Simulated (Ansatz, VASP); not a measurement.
**TaN: VASP beside Ansatz**

INCAR

```
  PREC = Accurate
  ENCUT = 600
  EDIFF = 1E-6
  ISMEAR = -1
  SIGMA = 0.05
  LREAL = False
  LASPH = True
  NELM = 120
  ALGO = Normal
  ISIF = 2
  LWAVE = False
  LCHARG = True
  GGA = PE
  LELF = True
  LVHAR = True
  NBANDS = 16
  GGA_COMPAT = False
```

Contents of KPOINTS:

```
regular mesh
0
Gamma
  10 10 10
```

The input POSCAR:

```
TaN
1.0
    0.0000000000      2.1790013100      2.1790013100
    2.1790013100      0.0000000000      2.1790013100
    2.1790013100      2.1790013100      0.0000000000
Ta N
1 1
Direct
    0.5000000000      0.5000000000      0.5000000000
    0.0000000000      0.0000000000      0.0000000000
```

File input.yaml:

```yaml
crystal:
  lattice:
    - [0.0, 2.17900131, 2.17900131]
    - [2.17900131, 0.0, 2.17900131]
    - [2.17900131, 2.17900131, 0.0]
  atoms:
    - { symbol: Ta, position: [0.5, 0.5, 0.5] }
    - { symbol: "N", position: [0.0, 0.0, 0.0] }
hamiltonian:
  xc: pbe
  pseudopotentials: { kind: paw }
kpoints:
  mp_grid: { grid: [10, 10, 10] }
scf:
  occupations: { method: fermi_dirac, width: 0.05 }
output:
  forces: true
  stress: true
  eigenvalues: true
```

Alike in both runs: task single point; functional PBE; k mesh 10 × 10 × 10; occupations fermi-dirac, width 0.05 eV; no spin polarisation.

|  | VASP | Ansatz |
| --- | --- | --- |
| version | VASP 6.6.1 | Ansatz 0.2.0 |
| potentials or method | VASP PAW PBE potentials, release 64 (Ta_sv_GW, N) | Ansatz PAW |
| plane-wave cutoff (eV) | 600 | 420 |
| valence electrons in the cell | 18 | 18 |

```csv
,VASP,Ansatz,Ansatz less VASP
gap on the k mesh at the Fermi level (eV),none,none,-
pressure (GPa),14.5,14.5,-0.05
```

A gap of «none» marks a metal or a gap that the smearing closes. The functional is the same, so the differences come from potentials, cutoffs and numerics.

Spin-orbit coupling is off throughout.
